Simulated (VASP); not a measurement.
# TiC (I4/mmm) in VASP: further runs, part 2 of 3

VASP 6.6.1.

## 3. Single point, PBE (strain +0.000 along x and y, -0.015 along z)

INCAR

```
SYSTEM = TiC
PREC = Accurate
ENCUT = 520
EDIFF = 1E-7
ISMEAR = 0
SIGMA = 0.15
LREAL = .False.
LASPH = .True.
NELM = 60
ALGO = Normal
ISIF = 2
LWAVE = .False.
LCHARG = .False.
GGA = PE
NBANDS = 15
```

KPOINTS

```
regular mesh
0
Gamma
  18 18 18
  0 0 0
```

POSCAR

```
TiC
1.0
    0.0000000000      2.1640000000      2.1315400000
    2.1640000000      0.0000000000      2.1315400000
    2.1640000000      2.1640000000      0.0000000000
Ti C
1 1
Direct
    0.0000000000      0.0000000000      0.0000000000
    0.5000000000      0.5000000000      0.5000000000
```

Potentials or basis: VASP PAW PBE potentials, release 64 (Ti_sv, C).

Started as:

```
$ cat potpaw_PBE.64/Ti_sv/POTCAR potpaw_PBE.64/C/POTCAR > POTCAR
$ mpirun -np 1 vasp_std > vasp.out
```

OUTCAR:

```text
SYSTEM = TiC
   PREC = Accurate
   ENCUT = 520
   EDIFF = 1E-7
   ISMEAR = 0
   LREAL = .False.
   LASPH = .True.
   NELM = 60
   ISIF = 2
   GGA = PE

 ion  position               nearest neighbor table
   1  0.000  0.000  0.000-   2 2.13   2 2.13   2 2.16   2 2.16   2 2.16   2 2.16
   2  0.500  0.500  0.500-   1 2.13   1 2.13   1 2.16   1 2.16   1 2.16   1 2.16

  LATTYP: Found a body centered tetragonal cell.
 ALAT       =     3.0603581490
 C/A-ratio  =     1.3930003589

  Lattice vectors:

 A1 = (   0.0000000000,  -2.1640000000,  -2.1315400000)
 A2 = (   0.0000000000,   2.1640000000,  -2.1315400000)
 A3 = (   2.1640000000,   0.0000000000,   2.1315400000)

Analysis of symmetry for initial positions (statically):
=====================================================================
 Subroutine PRICEL returns:
 Original cell was already a primitive cell.

 Routine SETGRP: Setting up the symmetry group for a
 body centered tetragonal supercell.

 Subroutine GETGRP returns: Found 16 space group operations
 (whereof 16 operations were pure point group operations)
 out of a pool of 16 trial point group operations.

The static configuration has the point symmetry D_4h.

Analysis of symmetry for dynamics (positions and initial velocities):
=====================================================================
 Subroutine PRICEL returns:
 Original cell was already a primitive cell.

 Routine SETGRP: Setting up the symmetry group for a
 body centered tetragonal supercell.

 Subroutine GETGRP returns: Found 16 space group operations
 (whereof 16 operations were pure point group operations)
 out of a pool of 16 trial point group operations.

The dynamic configuration has the point symmetry D_4h.

 Subroutine INISYM returns: Found 16 space group operations
 (whereof 16 operations are pure point group operations),
 and found     1 'primitive' translations

----------------------------------------------------------------------------------------

                                     Primitive cell

  volume of cell :      19.9636

  direct lattice vectors                    reciprocal lattice vectors
     0.000000000  2.164000000  2.131540000    -0.231053604  0.231053604  0.234572187
     2.164000000  0.000000000  2.131540000     0.231053604 -0.231053604  0.234572187
     2.164000000  2.164000000  0.000000000     0.231053604  0.231053604 -0.234572187

  length of vectors
     3.037492185  3.037492185  3.060358149     0.402238297  0.402238297  0.402238297

  position of ions in fractional coordinates (direct lattice)
     0.000000000  0.000000000  0.000000000
     0.500000000  0.500000000  0.500000000

  ion indices of the primitive-cell ions
   primitive index   ion index
                 1           1
                 2           2

----------------------------------------------------------------------------------------

 KPOINTS: regular mesh

Automatic generation of k-mesh.
 Grid dimensions read from file:
 generate k-points for:   18   18   18

 Generating k-lattice:

  Cartesian coordinates                     Fractional coordinates (reciprocal lattice)
    -0.012836311  0.012836311  0.013031788     0.055555556  0.000000000  0.000000000
     0.012836311 -0.012836311  0.013031788     0.000000000  0.055555556  0.000000000
     0.012836311  0.012836311 -0.013031788     0.000000000  0.000000000  0.055555556

  Length of vectors
     0.022346572  0.022346572  0.022346572

  Shift w.r.t. Gamma in fractional coordinates (k-lattice)
     0.000000000  0.000000000  0.000000000

 Subroutine IBZKPT returns following result:
 ===========================================

 Found    480 irreducible k-points:

 Following reciprocal coordinates:
            Coordinates               Weight
  0.000000  0.000000  0.000000      1.000000
  0.055556 -0.000000  0.000000      8.000000
  0.111111 -0.000000  0.000000      8.000000
  0.166667 -0.000000  0.000000      8.000000
  0.222222 -0.000000  0.000000      8.000000
  0.277778  0.000000  0.000000      8.000000
[... 16 lines left out ...]
 -0.277778  0.055556  0.000000      8.000000
 -0.222222  0.055556  0.000000      8.000000
 [... further k-points ...]
   k-points           NKPTS =    480   k-points in BZ     NKDIM =    480   number of bands    NBANDS=     15
   number of dos      NEDOS =    301   number of ions     NIONS =      2
   total plane-waves  NPLWV =  13824
   dimension x,y,z NGX =    24 NGY =   24 NGZ =   24
   dimension x,y,z NGXF=    48 NGYF=   48 NGZF=   48
   ions per type =               1   1
   NGX,Y,Z   is equivalent  to a cutoff of  13.14, 13.14, 13.04 a.u.
   NGXF,Y,Z  is equivalent  to a cutoff of  26.27, 26.27, 26.07 a.u.
 SYSTEM =  TiC
   PREC   = accura    normal or accurate (medium, high low for compatibility)
   ISTART =      0    job   : 0-new  1-cont  2-samecut
   ICHARG =      2    charge: 1-file 2-atom 10-const
   ISPIN  =      1    spin polarized calculation?
   LNONCOLLINEAR =      F non collinear calculations
   LSORBIT =      F    spin-orbit coupling
   LASPH  =      T    aspherical Exc in radial PAW
   ENCUT  =  520.0 eV  38.22 Ry    6.18 a.u.   5.65  5.65  5.69*2*pi/ulx,y,z
   NELM   =     60;   NELMIN=  2; NELMDL= -5     # of ELM steps
   EDIFF  = 0.1E-06   stopping-criterion for ELM
   LREAL  =      F    real-space projection
   EDIFFG = 0.1E-05   stopping-criterion for IOM
   NSW    =      0    number of steps for IOM
   IBRION =     -1    ionic relax: 0-MD 1-quasi-New 2-CG
   NFREE  =      0    steps in history (QN), initial steepest desc. (CG)
   ISIF   =      2    stress and relaxation
   ISYM   =      2    0-nonsym 1-usesym 2-fastsym
   POTIM  = 0.5000    time-step for ionic-motion
   TEBEG  =    0.0;   TEEND  =   0.0 temperature during run
   PSTRESS=    0.0 pullay stress
   NELECT =      16.0000    total number of electrons
   NUPDOWN=      -1.0000    fix difference up-down
   EMIN   =  10.00;   EMAX   =-10.00  energy-range for DOS
   EFERMI =   0.00;   METHOD = LEGACY
   ISMEAR =     0;   SIGMA  =   0.15  broadening in eV -4-tet -1-fermi 0-gaus
   EFERMI_NEDOS =   21; number of points for ismear=-14 and -15
   IALGO  =     38    algorithm
   IMIX   =      4    mixing-type and parameters
     AMIX     =   0.40;   BMIX     =  1.00
     AMIX_MAG =   1.60;   BMIX_MAG =  1.00
  volume/ion in A,a.u.               =       9.98        67.36
  Fermi-wavevector in a.u.,A,eV,Ry     =   1.520672  2.873653 31.462693  2.312443
  Thomas-Fermi vector in A             =   2.629491
   LORBIT       =      0    0 simple, 1 ext, 2 COOP (PROOUT), +10 PAW based schemes
   GGA     = PE    functional components
   LHFCALC =     F    Hartree Fock is set to
   AEXX    =    0.0000 exact exchange contribution
   IVDW    =     0    specifies the selected vdW correction
   LEPSILON=     F    determine dielectric tensor
   LRPA    =     F    only Hartree local field effects (RPA)
 non-spin polarized calculation
 Gauss-broadening in eV      SIGMA  =   0.15
  energy-cutoff  :      520.00
  volume of cell :       19.96
 maximum number of plane-waves:       548
   NGX = 11   NGY = 11   NGZ = 11

 number of electron      16.0000002 magnetization

 Free energy of the ion-electron system (eV)
  ---------------------------------------------------
  ext. energy  EPLUGINS =         0.00000000
  ---------------------------------------------------
  free energy    TOTEN  =       -18.70063803 eV

  energy without entropy =      -18.69721670  energy(sigma->0) =      -18.69892737

 E-fermi :   9.6268     XC(G=0): -12.7884

 val. band max:        9.6267663869   @ k =   0.5000   0.4444   0.0000
 cond. band min:       9.6302668127   @ k =   0.5000   0.0000   0.5000
 fundamental gap:      0.0035004258
 Fermi energy:         9.6268078280

 k-point     1 :       0.0000    0.0000    0.0000
  band No.  band energies     occupation
      1     -46.9186      2.00000
      2     -22.9401      2.00000
      3     -22.9401      2.00000
      4     -22.9201      2.00000
      5      -2.8595      2.00000
      6      10.2820      0.00000
      7      10.2820      0.00000
      8      10.3955      0.00000
      9      11.2990      0.00000
     10      11.2990      0.00000
     11      11.3121      0.00000
     12      11.3606      0.00000
     13      11.4213      0.00000
     14      20.3673      0.00000
[... 401 lines left out ...]
      2     -23.1886      2.00000
      3     -22.9651      2.00000
      4     -22.9603      2.00000
      5      -1.5790      2.00000
      6       6.9508      2.00000
      7       7.8199      2.00000
      8       8.1167      2.00000
      9      11.1526      0.00000
     10      11.5965      0.00000
     11      12.5714      0.00000
     12      14.9555      0.00000
     13      15.8332      0.00000
     14      21.0840      0.00000
     15      24.0629      0.00000

 [... further k-points ...]
[... 5 lines left out ...]
  --------------------------------------------------------------------------------------
  -------------------------------------------------------------------------------------
  Total        0.3669263      0.3669263      1.1884076      0.0000000      0.0000000     -0.0000000
  in kB       29.4476998     29.4476998     95.3757619      0.0000000      0.0000000     -0.0000000
  external PRESSURE =      51.4237205 kB  Pullay stress =       0.0000000 kB

 VOLUME and BASIS-vectors are now :
 -----------------------------------------------------------------------------
  energy-cutoff  :      520.00
  volume of cell :       19.96
      direct lattice vectors                 reciprocal lattice vectors
     0.000000000  2.164000000  2.131540000    -0.231053604  0.231053604  0.234572187
     2.164000000  0.000000000  2.131540000     0.231053604 -0.231053604  0.234572187
     2.164000000  2.164000000  0.000000000     0.231053604  0.231053604 -0.234572187

 POSITION                                       TOTAL-FORCE (eV/Angst)
 -----------------------------------------------------------------------------------
      0.00000      0.00000      0.00000         0.000000      0.000000     -0.000000
      2.16400      2.16400      2.13154         0.000000      0.000000      0.000000
 -----------------------------------------------------------------------------------
    total drift:                                0.000000     -0.000000     -0.000000

  FREE ENERGIE OF THE ION-ELECTRON SYSTEM (eV)
  ---------------------------------------------------
  free  energy   TOTEN  =       -18.7006380338 eV

  energy  without entropy=      -18.6972167008  energy(sigma->0) =      -18.69892737
```

OSZICAR:

```text
N       E                     dE             d eps       ncg     rms          rms(c)
DAV:   1     0.117888013131E+03    0.11789E+03   -0.79788E+03 14458   0.128E+03
DAV:   2    -0.166337402107E+02   -0.13452E+03   -0.12590E+03 15359   0.334E+02
DAV:   3    -0.240261303300E+02   -0.73924E+01   -0.72764E+01 18723   0.770E+01
DAV:   4    -0.242578326205E+02   -0.23170E+00   -0.23148E+00 18085   0.126E+01
DAV:   5    -0.242638686599E+02   -0.60360E-02   -0.60347E-02 18696   0.177E+00    0.186E+01
DAV:   6    -0.192761634217E+02    0.49877E+01   -0.11660E+01 20508   0.564E+01    0.681E+00
DAV:   7    -0.187303559667E+02    0.54581E+00   -0.20769E+00 16843   0.204E+01    0.504E+00
DAV:   8    -0.187066595360E+02    0.23696E-01   -0.10509E-01 16516   0.358E+00    0.329E+00
DAV:   9    -0.187039207852E+02    0.27388E-02   -0.86821E-02 19384   0.391E+00    0.762E-01
DAV:  10    -0.187023585939E+02    0.15622E-02   -0.10903E-02 19547   0.140E+00    0.615E-01
DAV:  11    -0.187007096092E+02    0.16490E-02   -0.26920E-03 16682   0.732E-01    0.146E-01
DAV:  12    -0.187006440930E+02    0.65516E-04   -0.25481E-04 17818   0.163E-01    0.377E-02
DAV:  13    -0.187006379704E+02    0.61227E-05   -0.29343E-05 16992   0.463E-02    0.637E-03
DAV:  14    -0.187006382056E+02   -0.23522E-06   -0.63391E-07 17724   0.591E-03    0.538E-03
DAV:  15    -0.187006380313E+02    0.17425E-06   -0.23107E-07 16738   0.630E-03    0.103E-03
DAV:  16    -0.187006380338E+02   -0.24154E-08   -0.95110E-09  8936   0.121E-03
   1 F= -.18700638E+02 E0= -.18698927E+02  d E =-.342133E-02
```

stdout:

```text
POSCAR found type information on POSCAR TiC
 POSCAR found :  2 types and       2 ions
 scaLAPACK will be used
 LDA part: xc-table for (Slater+PW92), standard interpolation
 POSCAR, INCAR and KPOINTS ok, starting setup
 FFT: planning ... GRIDC
 FFT: planning ... GRID_SOFT
 FFT: planning ... GRID
 WAVECAR not read
 entering main loop
```

Run time: 85 s. Hardware: 1 thread of Intel Xeon Platinum 8124M at 3.00GHz (Skylake/Cascade Lake), shared host; peak memory 0.26 GiB.

What came out:

```
Free energy            : -18.7006 eV
Pressure               : 5.1 GPa
Band gap on the k mesh : zero (band 8 reaches 10.40 eV, above the bottom of band 9 at 9.11 eV)
```

Levels at points of the mesh, in eV from the Fermi level:
```csv
k point,band 6,band 7,band 8,band 9,band 10,band 11
"(0.00, 0.00, 0.00)",0.66,0.66,0.77,1.67,1.67,1.69
"(0.50, 0.00, 0.00)",-5.93,-2.97,-2.95,2.94,3.01,4.19
"(0.50, 0.50, 0.00)",-3.34,-1.69,-0.11,-0.11,2.77,3.60
"(0.50, 0.00, 0.50)",-3.51,-1.67,0.00,0.02,2.76,3.54
```

Caveat: the cell differs from its parent crystal (strain +0.000 along x and y, -0.015 along z).

## 4. Single point, PBE (strain -0.015 along x and y, +0.015 along z)

INCAR

```
ALGO     = Normal         # electronic algorithm
EDIFF    = 1E-7           # SCF threshold, eV
ENCUT    = 520            # plane-wave cutoff, eV
GGA      = PE             # functional
ISIF     = 2              # what is computed and relaxed
ISMEAR   = 0              # smearing method
LASPH    = True           # aspherical terms in the spheres
LCHARG   = False          # write CHGCAR
LREAL    = False          # projectors in reciprocal space
LWAVE    = False          # write WAVECAR
NBANDS   = 15             # bands
NELM     = 80             # most SCF steps
PREC     = Accurate       # precision mode
SIGMA    = 0.15           # smearing width, eV
```

KPOINTS

```
k-points
0
Gamma
  18 18 18
```

POSCAR

```
TiC
1.0
    0.0000000000      2.1315400000      2.1964600000
    2.1315400000      0.0000000000      2.1964600000
    2.1315400000      2.1315400000      0.0000000000
Ti C
1 1
Direct
    0.0000000000      0.0000000000      0.0000000000
    0.5000000000      0.5000000000      0.5000000000
```

Started as:

```
$ cat potpaw_PBE.64/Ti_sv/POTCAR potpaw_PBE.64/C/POTCAR > POTCAR
$ mpirun -np 1 vasp_std > vasp.out
```

Wall time 87 s (1 thread of Intel Xeon Platinum 8124M at 3.00GHz (Skylake/Cascade Lake), shared host); peak memory 0.26 GiB.

Results (log left out):

* Free energy: -18.6891 eV
* Pressure: 5.5 GPa
* Band gap on the k mesh: zero (band 8 reaches 10.40 eV, above the bottom of band 9 at 9.12 eV)

Stress tensor (GPa, compression positive):
```
 9.61  0.00  0.00
 0.00  9.61  0.00
 0.00  0.00 -2.63
```

Levels at points of the mesh, in eV from the Fermi level:
```csv
k point,band 5,band 6,band 7,band 8,band 9,band 10,band 11,band 12
"(0.00, 0.00, 0.00)",-12.49,0.54,0.77,0.77,1.61,1.61,1.73,1.73
"(0.50, 0.00, 0.00)",-8.92,-5.93,-2.99,-2.94,2.92,3.05,4.20,8.09
"(0.50, 0.50, 0.00)",-10.24,-3.66,-1.64,0.12,0.12,2.76,3.58,3.58
"(0.50, 0.00, 0.50)",-10.18,-3.34,-1.69,-0.11,-0.09,2.76,3.50,3.70
```

Caveat: the cell differs from its parent crystal (strain -0.015 along x and y, +0.015 along z).

(Continued in part 3 of 3.)
